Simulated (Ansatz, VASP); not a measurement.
# Two plane-wave programs on GaAs

File POSCAR:

```
GaAs
1.0
    0.0000000000      2.8330831924      2.8330831924
    2.8330831924      0.0000000000      2.8330831924
    2.8330831924      2.8330831924      0.0000000000
Ga As
1 1
Direct
    0.0000000000      0.0000000000      0.0000000000
    0.2500000000      0.2500000000      0.2500000000
```

The input INCAR.step1:

```
SYSTEM = GaAs
PREC = Accurate
ENCUT = 550
ISMEAR = 0
SIGMA = 0.01
LREAL = .False.
LASPH = .True.
NELM = 120
NBANDS = 16
GGA = PE
ALGO = Normal
EDIFF = 1E-5
LWAVE = .True.
LCHARG = .False.
GGA_COMPAT = .False.
```

Contents of INCAR.step2:

```
SYSTEM = GaAs
PREC = Accurate
ENCUT = 550
EDIFF = 1E-6
ISMEAR = 0
SIGMA = 0.01
LREAL = .False.
LASPH = .True.
NELM = 120
ALGO = Normal
ISIF = 2
LWAVE = .False.
LCHARG = .False.
METAGGA = R2SCAN
LMIXTAU = .True.
NBANDS = 16
ISTART = 1
GGA_COMPAT = .False.
```

KPOINTS

```
regular mesh
0
Gamma
  6 6 6
  0 0 0
```

Input for Ansatz:

```yaml
crystal:
  lattice:
    - [0.0, 2.8330831924, 2.8330831924]
    - [2.8330831924, 0.0, 2.8330831924]
    - [2.8330831924, 2.8330831924, 0.0]
  atoms:
    - { symbol: Ga, position: [0.0, 0.0, 0.0] }
    - { symbol: As, position: [0.25, 0.25, 0.25] }
kpoints:
  mp_grid: { grid: [6, 6, 6] }
hamiltonian:
  xc: r2scan
scf:
  occupations: { method: fixed }
  n_extra_bands: 4
output:
  forces: true
  stress: true
  eigenvalues: true
```

Alike in both runs: task single point; functional r2SCAN; k mesh 6 × 6 × 6; no spin polarisation.

|  | VASP | Ansatz |
| --- | --- | --- |
| version | VASP 6.6.1 | Ansatz 0.2.0 |
| potentials or method | VASP PAW PBE potentials, release 64 (Ga_d, As) | plane waves, PAW |
| plane-wave cutoff (eV) | 550 | 500 |
| occupations | gaussian, width 0.01 eV | fixed |
| valence electrons in the cell | 18 | 28 |

```csv
,VASP,Ansatz,Ansatz less VASP
gap on the k mesh at the Fermi level (eV),0.94,0.96,+0.019
pressure (GPa),0.1,0.0,-0.12
```

VASP's potentials were made for PBE, not for r2SCAN. VASP's potentials hold 18 valence electrons a cell and Ansatz's 28, so a difference there can come from the potentials and not from the codes.
